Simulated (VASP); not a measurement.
# KTaO3 (Pm-3m) in VASP: single point with HSE06

Aim: the single point of KTaO3 with HSE06.

Everything below comes from runs of VASP 6.6.1. Logs are shortened: lines on timing, memory, paths and dates and some standing lists are left out, and cuts for length are marked.

## Step 1: The cell of the first run

The structure is cubic, space group Pm-3m (No. 221). The conventional cell has a = 4.024 Å, b = 4.024 Å, c = 4.024 Å, α = 90.00°, β = 90.00°, γ = 90.00°. Within 3.7 Å of K (site symmetry m-3m) lie 12 O at 2.85 Å and 8 Ta at 3.49 Å. Ta (site symmetry m-3m) has 6 O at 2.01 Å within 2.7 Å. Within 2.7 Å of O (site symmetry 4/mmm) lie 2 Ta at 2.01 Å.

## Step 2: Single point, HSE06

File POSCAR:

```
KTaO3
1.0
    4.0244030898      0.0000000000      0.0000000000
    0.0000000000      4.0244030898      0.0000000000
    0.0000000000      0.0000000000      4.0244030898
K Ta O
1 1 3
Direct
    0.0000000000      0.0000000000      0.0000000000
    0.5000000000      0.5000000000      0.5000000000
    0.0000000000      0.5000000000      0.5000000000
    0.5000000000      0.5000000000      0.0000000000
    0.5000000000      0.0000000000      0.5000000000
```

File INCAR.step1:

```
PREC     = Accurate       # precision mode
ENCUT    = 520            # plane-wave cutoff, eV
EDIFF    = 1E-5           # SCF threshold, eV
ISMEAR   = 0              # smearing method
SIGMA    = 0.05           # smearing width, eV
LREAL    = False          # projectors in reciprocal space
LASPH    = True           # aspherical terms in the spheres
NELM     = 120            # most SCF steps
ALGO     = Normal         # electronic algorithm
ISIF     = 2              # what is computed and relaxed
LWAVE    = True           # write WAVECAR
GGA      = PE             # functional
NBANDS   = 28             # bands
GGA_COMPAT= False
```

File INCAR.step2:

```
PREC     = Accurate       # precision mode
ENCUT    = 520            # plane-wave cutoff, eV
EDIFF    = 1E-6           # SCF threshold, eV
ISMEAR   = 0              # smearing method
SIGMA    = 0.05           # smearing width, eV
LREAL    = False          # projectors in reciprocal space
LASPH    = True           # aspherical terms in the spheres
NELM     = 120            # most SCF steps
ALGO     = Normal         # electronic algorithm
ISIF     = 2              # what is computed and relaxed
LWAVE    = False          # write WAVECAR
LCHARG   = True           # write CHGCAR
GGA      = PE             # functional
LHFCALC  = True           # exact exchange
HFSCREEN = 0.2079         # screening, 1/A
PRECFOCK = Normal       
LELF     = True           # ELF
LVHAR    = True         
ISTART   = 1            
NBANDS   = 28             # bands
GGA_COMPAT= False
```

File KPOINTS:

```
regular mesh
0
Gamma
  4 4 4
```

Potentials or basis: VASP PAW PBE potentials, release 64 (K_sv, Ta_sv_GW, O).

Run with:

```
$ cat potpaw_PBE.64/K_sv/POTCAR potpaw_PBE.64/Ta_sv_GW/POTCAR potpaw_PBE.64/O/POTCAR > POTCAR
$ cp INCAR.step1 INCAR
$ mpirun -np 1 vasp_std > vasp.out
$ cp INCAR.step2 INCAR
$ mpirun -np 1 vasp_std > vasp.out
```

OUTCAR:

```text
PREC = Accurate
   ENCUT = 520
   EDIFF = 1E-6
   ISMEAR = 0
   LREAL = False
   LASPH = True
   NELM = 120
   ISIF = 2
   GGA = PE
   LHFCALC = True
   HFSCREEN = 0.2079
   PRECFOCK = Normal
   ISTART = 1

 ion  position               nearest neighbor table
   1  0.000  0.000  0.000-   3 2.85   4 2.85   5 2.85   3 2.85   5 2.85   3 2.85   4 2.85   3 2.85
                             4 2.85   5 2.85   5 2.85   4 2.85   2 3.49   2 3.49   2 3.49   2 3.49
   2  0.500  0.500  0.500-   3 2.01   4 2.01   5 2.01   4 2.01   5 2.01   3 2.01   1 3.49   1 3.49
                             1 3.49   1 3.49   1 3.49   1 3.49   1 3.49   1 3.49
   3  0.000  0.500  0.500-   2 2.01   2 2.01   1 2.85   1 2.85   1 2.85   1 2.85
   4  0.500  0.500  0.000-   2 2.01   2 2.01   1 2.85   1 2.85   1 2.85   1 2.85
   5  0.500  0.000  0.500-   2 2.01   2 2.01   1 2.85   1 2.85   1 2.85   1 2.85

  LATTYP: Found a simple cubic cell.
 ALAT       =     4.0244030898

  Lattice vectors:

 A1 = (   4.0244030898,   0.0000000000,   0.0000000000)
 A2 = (   0.0000000000,   4.0244030898,   0.0000000000)
 A3 = (   0.0000000000,   0.0000000000,   4.0244030898)

Analysis of symmetry for initial positions (statically):
=====================================================================
 Subroutine PRICEL returns:
 Original cell was already a primitive cell.

 Routine SETGRP: Setting up the symmetry group for a
 simple cubic supercell.

 Subroutine GETGRP returns: Found 48 space group operations
 (whereof 48 operations were pure point group operations)
 out of a pool of 48 trial point group operations.

The static configuration has the point symmetry O_h .

Analysis of symmetry for dynamics (positions and initial velocities):
=====================================================================
 Subroutine PRICEL returns:
 Original cell was already a primitive cell.

 Routine SETGRP: Setting up the symmetry group for a
 simple cubic supercell.

 Subroutine GETGRP returns: Found 48 space group operations
 (whereof 48 operations were pure point group operations)
 out of a pool of 48 trial point group operations.

The dynamic configuration has the point symmetry O_h .

 Subroutine INISYM returns: Found 48 space group operations
 (whereof 48 operations are pure point group operations),
 and found     1 'primitive' translations

----------------------------------------------------------------------------------------

                                     Primitive cell

  volume of cell :      65.1785

  direct lattice vectors                    reciprocal lattice vectors
     4.024403090  0.000000000  0.000000000     0.248484055  0.000000000  0.000000000
     0.000000000  4.024403090  0.000000000     0.000000000  0.248484055  0.000000000
     0.000000000  0.000000000  4.024403090     0.000000000  0.000000000  0.248484055

  length of vectors
     4.024403090  4.024403090  4.024403090     0.248484055  0.248484055  0.248484055

  position of ions in fractional coordinates (direct lattice)
     0.000000000  0.000000000  0.000000000
     0.500000000  0.500000000  0.500000000
     0.000000000  0.500000000  0.500000000
     0.500000000  0.500000000  0.000000000
     0.500000000  0.000000000  0.500000000

  ion indices of the primitive-cell ions
   primitive index   ion index
                 1           1
                 2           2
                 3           3
                 4           4
                 5           5

----------------------------------------------------------------------------------------

 KPOINTS: regular mesh

Automatic generation of k-mesh.
 Grid dimensions read from file:
 generate k-points for:    4    4    4

 Generating k-lattice:

  Cartesian coordinates                     Fractional coordinates (reciprocal lattice)
     0.062121014  0.000000000  0.000000000     0.250000000  0.000000000  0.000000000
     0.000000000  0.062121014  0.000000000     0.000000000  0.250000000  0.000000000
     0.000000000  0.000000000  0.062121014     0.000000000  0.000000000  0.250000000

  Length of vectors
     0.062121014  0.062121014  0.062121014

  Shift w.r.t. Gamma in fractional coordinates (k-lattice)
     0.000000000  0.000000000  0.000000000

 Subroutine IBZKPT returns following result:
 ===========================================

 Found     10 irreducible k-points:

 Following reciprocal coordinates:
            Coordinates               Weight
  0.000000  0.000000  0.000000      1.000000
  0.250000  0.000000  0.000000      6.000000
  0.500000  0.000000  0.000000      3.000000
  0.250000  0.250000  0.000000     12.000000
  0.500000  0.250000  0.000000     12.000000
  0.500000  0.500000  0.000000      3.000000
  0.250000  0.250000  0.250000      8.000000
  0.500000  0.250000  0.250000     12.000000
  0.500000  0.500000  0.250000      6.000000
  0.500000  0.500000  0.500000      1.000000
   k-points           NKPTS =     10   k-points in BZ     NKDIM =     64   number of bands    NBANDS=     28
   number of dos      NEDOS =    301   number of ions     NIONS =      5
   total plane-waves  NPLWV =  27000
   dimension x,y,z NGX =    30 NGY =   30 NGZ =   30
   dimension x,y,z NGXF=    60 NGYF=   60 NGZF=   60
   ions per type =               1   1   3
   NGX,Y,Z   is equivalent  to a cutoff of  12.39, 12.39, 12.39 a.u.
   NGXF,Y,Z  is equivalent  to a cutoff of  24.79, 24.79, 24.79 a.u.
 SYSTEM =  unknown system
   PREC   = accura    normal or accurate (medium, high low for compatibility)
   ISTART =      1    job   : 0-new  1-cont  2-samecut
   ICHARG =      0    charge: 1-file 2-atom 10-const
   ISPIN  =      1    spin polarized calculation?
   LNONCOLLINEAR =      F non collinear calculations
   LSORBIT =      F    spin-orbit coupling
   LASPH  =      T    aspherical Exc in radial PAW
   ENCUT  =  520.0 eV  38.22 Ry    6.18 a.u.   7.48  7.48  7.48*2*pi/ulx,y,z
   NELM   =    120;   NELMIN=  2; NELMDL=  0     # of ELM steps
   EDIFF  = 0.1E-05   stopping-criterion for ELM
   LREAL  =      F    real-space projection
   EDIFFG = 0.1E-04   stopping-criterion for IOM
   NSW    =      0    number of steps for IOM
   IBRION =     -1    ionic relax: 0-MD 1-quasi-New 2-CG
   NFREE  =      0    steps in history (QN), initial steepest desc. (CG)
   ISIF   =      2    stress and relaxation
   ISYM   =      3    0-nonsym 1-usesym 2-fastsym
   POTIM  = 0.5000    time-step for ionic-motion
   TEBEG  =    0.0;   TEEND  =   0.0 temperature during run
   PSTRESS=    0.0 pullay stress
   NELECT =      40.0000    total number of electrons
   NUPDOWN=      -1.0000    fix difference up-down
   EMIN   =  10.00;   EMAX   =-10.00  energy-range for DOS
   EFERMI =   0.00;   METHOD = LEGACY
   ISMEAR =     0;   SIGMA  =   0.05  broadening in eV -4-tet -1-fermi 0-gaus
   EFERMI_NEDOS =   21; number of points for ismear=-14 and -15
   IALGO  =     38    algorithm
   IMIX   =      1    mixing-type and parameters
     AMIX     =   0.40;   BMIX     =  1.00
     AMIX_MAG =   1.60;   BMIX_MAG =  1.00
  volume/ion in A,a.u.               =      13.04        87.97
  Fermi-wavevector in a.u.,A,eV,Ry     =   1.391212  2.629010 26.333684  1.935471
  Thomas-Fermi vector in A             =   2.515073
   LORBIT       =      0    0 simple, 1 ext, 2 COOP (PROOUT), +10 PAW based schemes
   GGA     = PE    functional components
   LHFCALC =     T    Hartree Fock is set to
   PRECFOCK=normal    Normal, Fast or Accurate (Low or Medium for compatibility)
   ENCUT4O =  -1.0   cutoff for four orbital integrals eV
   NKREDX  =     1    reduce k-point grid by
   NKREDY  =     1    reduce k-point grid by
   NKREDZ  =     1    reduce k-point grid by
   AEXX    =    0.2500 exact exchange contribution
   HFSCREEN=    0.2079 screening length (either q_TF or 0.3 A-1)
   HFSCREENC=   0.2079 screening length for correlation (either q_TF or 0.3 A-1)
   ENCUTFOCK=  -1.0 apply spherical cutoff to Coloumb kernel
   IVDW    =     0    specifies the selected vdW correction
   LEPSILON=     F    determine dielectric tensor
   LRPA    =     F    only Hartree local field effects (RPA)
 non-spin polarized calculation
 Gauss-broadening in eV      SIGMA  =   0.05
  energy-cutoff  :      520.00
  volume of cell :       65.18
 maximum number of plane-waves:      1763
 NGX is ok and might be reduce to    30
  NGX = 24; NGY = 24; NGZ = 24

 number of electron      39.9999981 magnetization

 Free energy of the ion-electron system (eV)
  ---------------------------------------------------
  ext. energy  EPLUGINS =         0.00000000
  ---------------------------------------------------
  free energy    TOTEN  =       -51.70802993 eV

  energy without entropy =      -51.70802993  energy(sigma->0) =      -51.70802993

 E-fermi :   2.3104     XC(G=0):  -8.9068

 val. band max:        1.8946463123   @ k =   0.5000   0.5000   0.5000
 cond. band min:       5.3440856217   @ k =   0.0000   0.0000   0.0000
 fundamental gap:      3.4494393094
 Fermi energy:         2.3104142990

 k-point     1 :       0.0000    0.0000    0.0000
  band No.  band energies     occupation
      1     -69.3494      2.00000
      2     -34.2385      2.00000
      3     -34.2385      2.00000
      4     -34.2385      2.00000
      5     -27.3624      2.00000
      6     -17.1935      2.00000
[... 20 lines left out ...]
     27      11.7105      0.00000
     28      11.7105      0.00000

 k-point     2 :       0.2500    0.0000    0.0000
  band No.  band energies     occupation
      1     -69.3493      2.00000
      2     -34.2851      2.00000
      3     -34.2355      2.00000
      4     -34.2355      2.00000
      5     -27.3497      2.00000
      6     -17.0801      2.00000
[... 20 lines left out ...]
     27      12.4419      0.00000
     28      12.6574      0.00000

 k-point     3 :       0.5000    0.0000    0.0000
  band No.  band energies     occupation
      1     -69.3488      2.00000
      2     -34.3311      2.00000
      3     -34.2325      2.00000
      4     -34.2325      2.00000
      5     -27.3369      2.00000
      6     -17.0648      2.00000
[... 182 lines left out ...]
      3     -34.3212      2.00000
      4     -34.2726      2.00000
      5     -27.3165      2.00000
      6     -16.1564      2.00000
[... 20 lines left out ...]
     27      14.1253      0.00000
     28      14.7497      0.00000

 k-point    10 :       0.5000    0.5000    0.5000
  band No.  band energies     occupation
      1     -69.3474      2.00000
      2     -34.3181      2.00000
      3     -34.3181      2.00000
      4     -34.3181      2.00000
      5     -27.3093      2.00000
      6     -15.5195      2.00000
[... 20 lines left out ...]
     27      14.2611      0.00000
     28      16.1848      0.00000

------------------------ aborting loop because EDIFF is reached ----------------------------------------

  FORCE on cell =-STRESS in cart. coord.  units (eV):
  Direction    XX          YY          ZZ          XY          YZ          ZX
  --------------------------------------------------------------------------------------
  -------------------------------------------------------------------------------------
  Total       -2.5840192     -2.5840192     -2.5840192      0.0000000      0.0000000     -0.0000000
  in kB      -63.5187434    -63.5187434    -63.5187434      0.0000000      0.0000000     -0.0000000
  external PRESSURE =     -63.5187434 kB  Pullay stress =       0.0000000 kB

 VOLUME and BASIS-vectors are now :
 -----------------------------------------------------------------------------
  energy-cutoff  :      520.00
  volume of cell :       65.18
      direct lattice vectors                 reciprocal lattice vectors
     4.024403090  0.000000000  0.000000000     0.248484055  0.000000000  0.000000000
     0.000000000  4.024403090  0.000000000     0.000000000  0.248484055  0.000000000
     0.000000000  0.000000000  4.024403090     0.000000000  0.000000000  0.248484055

 POSITION                                       TOTAL-FORCE (eV/Angst)
 -----------------------------------------------------------------------------------
      0.00000      0.00000      0.00000         0.000000      0.000000      0.000000
      2.01220      2.01220      2.01220         0.000000      0.000000      0.000000
      0.00000      2.01220      2.01220         0.000000      0.000000      0.000000
      2.01220      2.01220      0.00000         0.000000      0.000000      0.000000
      2.01220      0.00000      2.01220         0.000000      0.000000      0.000000
 -----------------------------------------------------------------------------------
    total drift:                                0.000003      0.000003      0.000003

  FREE ENERGIE OF THE ION-ELECTRON SYSTEM (eV)
  ---------------------------------------------------
  free  energy   TOTEN  =       -51.7080299254 eV

  energy  without entropy=      -51.7080299254  energy(sigma->0) =      -51.70802993
```

It took 34 min on 1 thread of Intel Xeon Platinum 8559C (Emerald Rapids), shared host; peak memory 0.32 GiB.

Results:

- Free energy: -51.7080 eV
- Pressure: -6.4 GPa
- Band gap on the k mesh: 3.45 eV (least direct gap 4.12 eV)

Levels at points of the mesh, in eV from the valence-band top:
| k point | band 17 | band 18 | band 19 | band 20 | band 21 | band 22 | band 23 | band 24 |
| --- | --- | --- | --- | --- | --- | --- | --- | --- |
| (0.00, 0.00, 0.00) | -1.09 | -0.67 | -0.67 | -0.67 | 3.45 | 3.45 | 3.45 | 7.92 |
| (0.50, 0.00, 0.00) | -2.22 | -1.53 | -0.90 | -0.90 | 3.60 | 6.38 | 6.38 | 7.95 |
| (0.50, 0.50, 0.00) | -1.86 | -1.51 | -1.51 | -0.04 | 6.42 | 6.42 | 7.82 | 8.89 |
| (0.50, 0.50, 0.50) | -4.10 | 0.00 | 0.00 | 0.00 | 7.95 | 7.95 | 7.95 | 10.64 |

Caveat: the cell stands under tension; the PAW data sets were made with another functional, which shifts forces and pressure a little; spin-orbit coupling is left out, which moves the levels of the heavy elements. A k mesh can miss the band edges.
